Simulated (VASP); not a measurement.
# BP: vibrations by perturbation theory with LDA

The system is BP.

```
B P
1.0
     2.23698    2.23698    0.00000
    -2.23698    2.23698    0.00000
     0.00000    2.23698    2.23698
B P
1 1
Direct
  0.00000 0.00000 0.00000
  0.75000 0.25000 0.50000
```

- Program: VASP 6.6.1
- Task: vibrations by perturbation theory
- Functional: LDA
- Potentials or basis: VASP PAW LDA potentials, release 64 (B, P)
- Cutoff: 520 eV
- k mesh: 8 × 8 × 8
- Occupations: gaussian, width 0.01 eV
- Spin: no spin polarisation
- Dipole correction: no
- Further INCAR settings: ALGO = Normal; EDIFF = 1e-08; IBRION = 8; NSW = 1

The highest phonon frequency at Γ, LO-TO splitting left out is 829 cm⁻¹.

Phonon frequencies in cm⁻¹ (negative: imaginary):
| q point | frequencies |
| --- | --- |
| (0.000, 0.000, 0.000) | 0 0 0 829 829 829 |

Run time: 17 s on 1 thread of Intel(R) Xeon(R) 6975P-C (Granite Rapids) (shared host), peak memory 0.16 GiB.

Caveat: the cell wasn't relaxed at this level first, which shifts response properties.
